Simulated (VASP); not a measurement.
Here is a VASP 6.6.1 calculation.

The input INCAR:

```
SYSTEM = AgCl
PREC = Accurate
ENCUT = 520
EDIFF = 1E-6
ISMEAR = 0
SIGMA = 0.05
LREAL = .False.
LASPH = .True.
NELM = 60
ALGO = Normal
ISIF = 2
LWAVE = .False.
LCHARG = .False.
GGA = CA
NBANDS = 16
```

The input KPOINTS:

```
Automatic mesh
0
Gamma
  10 10 10
  0 0 0
```

File POSCAR:

```
AgCl
1.0
    0.0000000000      2.5702189920      2.6773114500
    2.5702189920      0.0000000000      2.6773114500
    2.5702189920      2.5702189920      0.0000000000
Ag Cl
1 1
Direct
    0.5185353529      0.4814646471      0.5185353529
   -0.0563998634      0.0563998634     -0.0563998634
```

Potentials or basis: VASP PAW LDA potentials, release 64 (Ag, Cl).

Launch:

```console
$ cat potpaw_LDA.64/Ag/POTCAR potpaw_LDA.64/Cl/POTCAR > POTCAR
$ mpirun -np 1 vasp_std > vasp.out
```

**Question.** What does it give for the band gap on the k mesh?

**Answer.** 0.92 eV, indirect (least direct gap 2.17 eV).

**Question.** What does it give for the pressure?

**Answer.** 14.1 GPa.

Forces in eV/Å, atoms in the order of the input:
```
Ag   0.000 -2.662  0.000
Cl   0.000  2.662  0.000
```

Caveat: forces of over 1 eV/Å act on the atoms, so gaps and moduli don't describe the material at rest. LDA gaps usually lie below the measured ones, often by a third to a half.
